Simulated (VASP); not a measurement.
# BN (F-43m) in VASP: further runs

Runs on BN. Level: PBEsol. Tasks: relaxation of cell and atoms, single point.

All numbers are computed with VASP 6.6.1; they aren't measurements. Logs are shortened: lines on timing, memory, paths and dates and some standing lists are left out, and cuts for length are marked.

### 1 The cell of the first run

It takes space group F-43m (No. 216, cubic). The conventional cell has a = 3.626 Å, b = 3.626 Å, c = 3.626 Å, α = 90.00°, β = 90.00°, γ = 90.00°. B (site symmetry -43m) has 4 N at 1.57 Å within 2.1 Å. Within 2.1 Å of N (site symmetry -43m) lie 4 B at 1.57 Å.

### 2 Relaxation of cell and atoms, PBEsol

INCAR reads:

```
SYSTEM = BN
  PREC = Accurate
  ENCUT = 600
  EDIFF = 1E-7
  ISMEAR = 0
  SIGMA = 0.02
  LREAL = .False.
  LASPH = .True.
  NELM = 80
  ALGO = Normal
  ISIF = 3
  LWAVE = .False.
  LCHARG = .False.
  GGA = PS
  IBRION = 2
  NSW = 100
  EDIFFG = -0.005
```

KPOINTS reads:

```
Automatic mesh
0
Gamma
  12 12 12
  0 0 0
```

POSCAR reads:

```
BN
1.0
    0.0000000000      1.8130010000      1.8130010000
    1.8130010000      0.0000000000      1.8130010000
    1.8130010000      1.8130010000      0.0000000000
B N
1 1
Direct
    0.0000000000      0.0000000000      0.0000000000
    0.7500000000      0.7500000000      0.7500000000
```

Potentials or basis: VASP PAW PBE potentials, release 64 (B, N).

Started as:

```bash
$ cat potpaw_PBE.64/B/POTCAR potpaw_PBE.64/N/POTCAR > POTCAR
$ mpirun -np 1 vasp_std > vasp.out
```

OUTCAR:

```text
SYSTEM = BN
   PREC = Accurate
   ENCUT = 600
   EDIFF = 1E-7
   ISMEAR = 0
   LREAL = .False.
   LASPH = .True.
   NELM = 80
   ISIF = 3
   GGA = PS
   IBRION = 2
   NSW = 100
   EDIFFG = -0.005

 ion  position               nearest neighbor table
   1  0.000  0.000  0.000-   2 1.57   2 1.57   2 1.57   2 1.57
   2  0.750  0.750  0.750-   1 1.57   1 1.57   1 1.57   1 1.57

  LATTYP: Found a face centered cubic cell.
 ALAT       =     3.6260020000

  Lattice vectors:

 A1 = (   0.0000000000,   1.8130010000,   1.8130010000)
 A2 = (   1.8130010000,   0.0000000000,   1.8130010000)
 A3 = (   1.8130010000,   1.8130010000,   0.0000000000)

Analysis of symmetry for initial positions (statically):
=====================================================================
 Subroutine PRICEL returns:
 Original cell was already a primitive cell.

 Routine SETGRP: Setting up the symmetry group for a
 face centered cubic supercell.

 Subroutine GETGRP returns: Found 24 space group operations
 (whereof 24 operations were pure point group operations)
 out of a pool of 48 trial point group operations.

The static configuration has the point symmetry T_d .

Analysis of symmetry for dynamics (positions and initial velocities):
=====================================================================
 Subroutine PRICEL returns:
 Original cell was already a primitive cell.

 Routine SETGRP: Setting up the symmetry group for a
 face centered cubic supercell.

 Subroutine GETGRP returns: Found 24 space group operations
 (whereof 24 operations were pure point group operations)
 out of a pool of 48 trial point group operations.

The dynamic configuration has the point symmetry T_d .

 Subroutine INISYM returns: Found 24 space group operations
 (whereof 24 operations are pure point group operations),
 and found     1 'primitive' translations

----------------------------------------------------------------------------------------

                                     Primitive cell

  volume of cell :      11.9186

  direct lattice vectors                    reciprocal lattice vectors
     0.000000000  1.813001000  1.813001000    -0.275785838  0.275785838  0.275785838
     1.813001000  0.000000000  1.813001000     0.275785838 -0.275785838  0.275785838
     1.813001000  1.813001000  0.000000000     0.275785838  0.275785838 -0.275785838

  length of vectors
[... 91 lines left out ...]
   TEBEG  =    0.0;   TEEND  =   0.0 temperature during run
   PSTRESS=    0.0 pullay stress
   NELECT =       8.0000    total number of electrons
   NUPDOWN=      -1.0000    fix difference up-down
   EMIN   =  10.00;   EMAX   =-10.00  energy-range for DOS
   EFERMI =   0.00;   METHOD = LEGACY
   ISMEAR =     0;   SIGMA  =   0.02  broadening in eV -4-tet -1-fermi 0-gaus
   EFERMI_NEDOS =   21; number of points for ismear=-14 and -15
   IALGO  =     38    algorithm
   IMIX   =      4    mixing-type and parameters
     AMIX     =   0.40;   BMIX     =  1.00
     AMIX_MAG =   1.60;   BMIX_MAG =  1.00
  volume/ion in A,a.u.               =       5.96        40.22
  Fermi-wavevector in a.u.,A,eV,Ry     =   1.433387  2.708709 27.954506  2.054598
  Thomas-Fermi vector in A             =   2.552911
   LORBIT       =      0    0 simple, 1 ext, 2 COOP (PROOUT), +10 PAW based schemes
   GGA     = PS    functional components
   LHFCALC =     F    Hartree Fock is set to
   AEXX    =    0.0000 exact exchange contribution
   IVDW    =     0    specifies the selected vdW correction
   LEPSILON=     F    determine dielectric tensor
   LRPA    =     F    only Hartree local field effects (RPA)
 conjugate gradient relaxation of ions
 non-spin polarized calculation
 Gauss-broadening in eV      SIGMA  =   0.02
  energy-cutoff  :      600.00
  volume of cell :       11.92
 maximum number of plane-waves:       415
   NGX = 11   NGY = 11   NGZ = 11

--------------------------------------- Ionic step        1  -------------------------------------------

 number of electron       7.9999999 magnetization

 Free energy of the ion-electron system (eV)
  ---------------------------------------------------
  ext. energy  EPLUGINS =         0.00000000
  ---------------------------------------------------
  free energy    TOTEN  =       -18.34775264 eV

  energy without entropy =      -18.34775264  energy(sigma->0) =      -18.34775264

------------------------ aborting loop because EDIFF is reached ----------------------------------------

  FORCE on cell =-STRESS in cart. coord.  units (eV):
  Direction    XX          YY          ZZ          XY          YZ          ZX
  --------------------------------------------------------------------------------------
  -------------------------------------------------------------------------------------
  Total       -0.4488360     -0.4488360     -0.4488360     -0.0000000      0.0000000      0.0000000
  in kB      -60.3356691    -60.3356691    -60.3356691     -0.0000000      0.0000000      0.0000000
  external PRESSURE =     -60.3356691 kB  Pullay stress =       0.0000000 kB
[... 59 lines left out ...]
--------------------------------------- Ionic step        3  -------------------------------------------

 number of electron       7.9999999 magnetization

 Free energy of the ion-electron system (eV)
  ---------------------------------------------------
  ext. energy  EPLUGINS =         0.00000000
  ---------------------------------------------------
  free energy    TOTEN  =       -18.35138064 eV

  energy without entropy =      -18.35138064  energy(sigma->0) =      -18.35138064

 E-fermi :   7.5552     XC(G=0): -13.0501

 val. band max:        7.4478851263   @ k =   0.0000   0.0000   0.0000
 cond. band min:      11.7320143375   @ k =   0.5000   0.5000   0.0000
 fundamental gap:      4.2841292112
 Fermi energy:         7.5552310437

 k-point     1 :       0.0000    0.0000    0.0000
  band No.  band energies     occupation
      1     -12.8842      2.00000
      2       7.4479      2.00000
      3       7.4479      2.00000
      4       7.4479      2.00000
      5      16.2419      0.00000
      6      16.2419      0.00000
      7      16.2419      0.00000
      8      17.8282      0.00000
[... 243 lines left out ...]
 k-point    24 :      -0.4167    0.1667    0.0000
  band No.  band energies     occupation
      1      -8.2143      2.00000
      2      -2.6919      2.00000
      3       3.2759      2.00000
      4       4.8465      2.00000
      5      16.6651      0.00000
      6      19.6709      0.00000
      7      19.6729      0.00000
      8      23.1369      0.00000

 [... further k-points ...]
[... 5 lines left out ...]
  --------------------------------------------------------------------------------------
  -------------------------------------------------------------------------------------
  Total       -0.0008778     -0.0008778     -0.0008778      0.0000000      0.0000000      0.0000000
  in kB       -0.1199083     -0.1199083     -0.1199083      0.0000000      0.0000000      0.0000000
  external PRESSURE =      -0.1199083 kB  Pullay stress =       0.0000000 kB
[... 17 lines left out ...]
  FREE ENERGIE OF THE ION-ELECTRON SYSTEM (eV)
  ---------------------------------------------------
  free  energy   TOTEN  =       -18.3513806444 eV

  energy  without entropy=      -18.3513806444  energy(sigma->0) =      -18.35138064

 reached required accuracy - stopping structural energy minimisation
```

CONTCAR:

```text
BN
   1.00000000000000
    -0.0000000000000000    1.8033355523086452    1.8033355523086452
     1.8033355523086452    0.0000000000000000    1.8033355523086452
     1.8033355523086452    1.8033355523086452   -0.0000000000000000
  B               N
     1     1
Direct
     0.0000000000000000    0.0000000000000000    0.0000000000000000
     0.7500000000000000    0.7500000000000000    0.7500000000000000

  0.00000000E+00  0.00000000E+00  0.00000000E+00
  0.00000000E+00  0.00000000E+00  0.00000000E+00
```

Run time: 6.7 s. Hardware: 1 thread of Intel Xeon 6975P-C (Granite Rapids), shared host; peak memory 0.12 GiB.

Results:

* Free energy: -18.3514 eV
* Relaxed volume: 5.86 Å³/atom
* Relaxed cell: a = 2.550 Å, b = 2.550 Å, c = 2.550 Å, α = 60.00°, β = 60.00°, γ = 60.00°
* Space group after relaxing (to 0.05 Å): F-43m (No. 216)
* Energy gained by relaxing: 1.8 meV/atom
* Ionic steps: 3
* Pressure after relaxing: 0.0 GPa
* Band gap on the k mesh: 4.28 eV, indirect (least direct gap 8.79 eV)

The path:
```csv
step,energy change (eV),largest force (eV/Å),pressure (GPa),volume (Å³)
1,0.0000,0.0000,-6.03,11.92
2,0.0003,0.0000,6.62,11.54
3,-0.0036,0.0000,-0.01,11.73
```

Final structure:
```
CELL_PARAMETERS angstrom
0.00000 1.80334 1.80334
1.80334 0.00000 1.80334
1.80334 1.80334 0.00000
ATOMIC_POSITIONS crystal
B 0.00000 0.00000 0.00000
N 0.75000 0.75000 0.75000
```

Caveat: the PAW data sets were made with another functional, which shifts forces and pressure a little.

### 3 Single point, PBEsol

This run uses another cell than the first one, of 5.47 Å³/atom, 0.918 times its volume.

INCAR reads:

```
  PREC = Accurate
  ENCUT = 520
  EDIFF = 1E-6
  ISMEAR = 0
  SIGMA = 0.01
  LREAL = False
  LASPH = True
  NELM = 80
  ALGO = Normal
  ISIF = 2
  LWAVE = False
  LCHARG = False
  GGA = PS
  NBANDS = 11
```

KPOINTS reads:

```
Automatic mesh
0
Gamma
  12 12 12
```

POSCAR reads:

```
BN
1.0
    0.0000000000      1.7620560242      1.7620560242
    1.7620560242      0.0000000000      1.7620560242
    1.7620560242      1.7620560242      0.0000000000
B N
1 1
Direct
    0.0000000000      0.0000000000      0.0000000000
    0.7500000000      0.7500000000      0.7500000000
```

Potentials or basis: VASP PAW PBE potentials, release 64 (B, N).

Started as:

```bash
$ cat potpaw_PBE.64/B/POTCAR potpaw_PBE.64/N/POTCAR > POTCAR
$ mpirun -np 1 vasp_std > vasp.out
```

Run time: 3.6 s. Hardware: 1 thread of Intel Xeon 6975P-C (Granite Rapids), shared host; peak memory 0.12 GiB.

Results (log left out):

```
Free energy            : -18.2728 eV
Pressure               : 30.9 GPa
Band gap on the k mesh : 4.35 eV, indirect (least direct gap 9.12 eV)
```

Levels at points of the mesh, in eV from the valence-band top:
| k point | band 1 | band 2 | band 3 | band 4 | band 5 | band 6 | band 7 | band 8 | band 9 |
| --- | --- | --- | --- | --- | --- | --- | --- | --- | --- |
| (0.00, 0.00, 0.00) | -21.15 | 0.00 | 0.00 | 0.00 | 9.12 | 9.12 | 9.12 | 11.53 | 25.97 |
| (0.50, 0.00, 0.00) | -16.51 | -11.50 | -2.10 | -2.10 | 11.04 | 11.04 | 11.11 | 15.85 | 24.33 |
| (0.50, 0.50, 0.00) | -15.02 | -9.48 | -5.33 | -5.33 | 4.35 | 9.51 | 19.07 | 19.07 | 21.98 |

Caveat: the PAW data sets were made with another functional, which shifts forces and pressure a little. A k mesh can miss the band edges.

### 4 Single point, PBEsol

This run uses another cell than the first one, of 5.86 Å³/atom, 0.983 times its volume.

INCAR reads:

```
SYSTEM = BN
PREC = Accurate
ENCUT = 520
EDIFF = 1E-7
ISMEAR = 0
SIGMA = 0.02
LREAL = .FALSE.
LASPH = .TRUE.
NELM = 60
ALGO = Normal
ISIF = 2
LWAVE = .FALSE.
LCHARG = .TRUE.
GGA = PS
LELF = .TRUE.
LVHAR = .TRUE.
NBANDS = 11
```

KPOINTS reads:

```
Automatic mesh
0
G
  12 12 12
  0 0 0
```

POSCAR reads:

```
BN
1.0
    0.0000000000      1.8028545095      1.8028545095
    1.8028545095      0.0000000000      1.8028545095
    1.8028545095      1.8028545095      0.0000000000
B N
1 1
Direct
    0.0000000000      0.0000000000      0.0000000000
    0.7500000000      0.7500000000      0.7500000000
```

Started as:

```bash
$ cat potpaw_PBE.64/B/POTCAR potpaw_PBE.64/N/POTCAR > POTCAR
$ mpirun -np 1 vasp_std > vasp.out
```

Wall time 4.2 s (1 thread of Intel Xeon 6975P-C (Granite Rapids), shared host); peak memory 0.12 GiB.

It converged, with:

* Free energy: -18.3469 eV
* Pressure: 0.6 GPa
* Band gap on the k mesh: 4.28 eV, indirect (least direct gap 8.80 eV)

Levels at points of the mesh, in eV from the valence-band top:
| k point | band 1 | band 2 | band 3 | band 4 | band 5 | band 6 | band 7 | band 8 |
| --- | --- | --- | --- | --- | --- | --- | --- | --- |
| (0.00, 0.00, 0.00) | -20.34 | 0.00 | 0.00 | 0.00 | 8.80 | 8.80 | 8.80 | 10.39 |
| (0.50, 0.00, 0.00) | -16.04 | -10.85 | -1.96 | -1.96 | 10.19 | 10.66 | 10.66 | 15.15 |
| (0.50, 0.50, 0.00) | -14.65 | -9.02 | -4.98 | -4.98 | 4.28 | 9.13 | 18.00 | 18.00 |

Caveat: the PAW data sets were made with another functional, which shifts forces and pressure a little.

### 5 Single point, PBEsol

This run uses another cell than the first one, of 5.86 Å³/atom, 0.983 times its volume.

INCAR reads:

```
SYSTEM = BN
PREC = Accurate ; ENCUT = 520
EDIFF = 1E-6 ; ISMEAR = 0
SIGMA = 0.01 ; LREAL = .FALSE.
LASPH = .TRUE. ; NELM = 80
ALGO = Normal ; ISIF = 2
LWAVE = .FALSE. ; LCHARG = .FALSE.
GGA = PS ; NBANDS = 11
```

KPOINTS is that of step 4.

POSCAR reads:

```
BN
1.0
    0.0000000000      1.8028454624      1.8028454624
    1.8028454624      0.0000000000      1.8028454624
    1.8028454624      1.8028454624      0.0000000000
B N
1 1
Direct
    0.0000000000      0.0000000000      0.0000000000
    0.7500000000      0.7500000000      0.7500000000
```

Started as:

```bash
$ cat potpaw_PBE.64/B/POTCAR potpaw_PBE.64/N/POTCAR > POTCAR
$ mpirun -np 1 vasp_std > vasp.out
```

Wall time 3.8 s (1 thread of Intel Xeon 6975P-C (Granite Rapids), shared host); peak memory 0.12 GiB.

The run converged. Its results:

| Item | Value |
| --- | --- |
| Free energy | -18.3468 eV |
| Pressure | 0.6 GPa |
| Band gap on the k mesh | 4.28 eV, indirect (least direct gap 8.80 eV) |

Levels at points of the mesh, in eV from the valence-band top:
```
           k point  band 2  band 3  band 4  band 5  band 6  band 7
(0.00, 0.00, 0.00)    0.00    0.00    0.00    8.80    8.80    8.80
(0.50, 0.00, 0.00)  -10.85   -1.96   -1.96   10.19   10.66   10.66
(0.50, 0.50, 0.00)   -9.02   -4.98   -4.98    4.28    9.13   18.00
```

Caveat: the PAW data sets were made with another functional, which shifts forces and pressure a little. A k mesh can miss the band edges.

### 6 The runs side by side

| task | cell | cutoff (eV) | smearing | gap on the mesh (eV) | pressure (GPa) |
| --- | --- | --- | --- | --- | --- |
| relaxation of cell and atoms | relaxed from a = 2.564 Å, angles 60.0°, 2 atoms | 600 | gaussian 0.02 eV | 4.28 | 0.0 |
| single point | a = 2.492 Å, angles 60.0°, 2 atoms | 520 | gaussian 0.01 eV | 4.35 | 30.9 |
| single point | a = 2.550 Å, angles 60.0°, 2 atoms | 520 | gaussian 0.02 eV | 4.28 | 0.6 |
| single point | a = 2.550 Å, angles 60.0°, 2 atoms | 520 | gaussian 0.01 eV | 4.28 | 0.6 |

Alike in all rows: level PBEsol; potentials or basis VASP PAW PBE potentials, release 64 (B, N); no spin polarisation; k mesh 12 × 12 × 12.

Caveats: the PAW data sets were made with another functional, which shifts forces and pressure a little.

Total energies depend on the potentials used, so only differences within one code and one set of settings carry meaning.
